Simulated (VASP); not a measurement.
Set up this calculation in VASP 6.6.1, as the native input.

- Task: single point
- Functional: PBE
- Potentials or basis: VASP PAW PBE potentials, release 64 (Ca_sv, H)
- Cutoff: 520 eV
- k mesh: 18 × 18 × 18
- Occupations: gaussian, width 0.1 eV
- Spin: no spin polarisation
- Dipole correction: no
- Further INCAR settings: ALGO = Normal; EDIFF = 1e-07; NBANDS = 12

The structure of CaH lies in POSCAR:

```
CaH
1.0
    1.8192399534      1.0503386768      2.9709122198
   -1.8192399534      1.0503386768      2.9709122198
    0.0000000000     -2.1006773536      2.9709122198
Ca H
1 1
Direct
    0.5000000000      0.5000000000      0.5000000000
    0.0000000000      0.0000000000      0.0000000000
```

These files were run (other wordings do the same):

INCAR

```
  PREC = Accurate
  ENCUT = 520
  EDIFF = 1E-7
  ISMEAR = 0
  SIGMA = 0.1
  LREAL = False
  LASPH = True
  NELM = 100
  ALGO = Normal
  ISIF = 2
  LWAVE = False
  LCHARG = False
  GGA = PE
  NBANDS = 12
```

KPOINTS

```
regular mesh
0
Gamma
  18 18 18
```

Potentials or basis: VASP PAW PBE potentials, release 64 (Ca_sv, H).

The run is started by

```console
$ cat potpaw_PBE.64/Ca_sv/POTCAR potpaw_PBE.64/H/POTCAR > POTCAR
$ mpirun -np 1 vasp_std > vasp.out
```

Results of the run:

- Pressure: 0.0 GPa

It took 80 s on 1 thread of Intel(R) Xeon(R) 6975P-C (Granite Rapids) (shared host), peak memory 0.36 GiB.
